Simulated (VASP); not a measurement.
## ScCu: single point with LDA

ScCu:

```
Sc Cu
1.0
     3.25600    0.00000    0.00000
     0.00000    3.25600    0.00000
     0.00000    0.00000    3.25600
Sc Cu
1 1
Direct
  0.50000 0.50000 0.50000
  0.00000 0.00000 0.00000
```

```json
{
 "Program": "VASP 6.6.1",
 "Task": "single point",
 "Functional": "LDA",
 "Potentials or basis": "VASP PAW LDA potentials, release 64 (Sc_sv, Cu)",
 "Cutoff": "520 eV",
 "k mesh": "11 × 11 × 11",
 "Occupations": "fermi-dirac, width 0.05 eV",
 "Spin": "no spin polarisation",
 "Dipole correction": "no",
 "k mesh for the DOS": "17 × 17 × 17",
 "Occupations for the DOS": "tetrahedron",
 "Further INCAR settings": "ALGO = Normal; EDIFF = 1e-06"
}
```

```
Valence electrons inside the program's atomic spheres : Sc 9.41; Cu 9.99
```

Levels at points of the mesh, in eV from the Fermi level:
```csv
k point,band 7,band 8,band 9,band 10,band 11,band 12,band 13,band 14,band 15
"(0.00, 0.00, 0.00)",-3.84,-3.02,-3.02,-3.02,0.50,0.50,3.14,3.14,3.14
```

Run time: 43 s on 1 thread of Intel(R) Xeon(R) Platinum 8259CL CPU @ 2.50GHz (Skylake/Cascade Lake), on a shared host, peak memory 0.2 GiB.
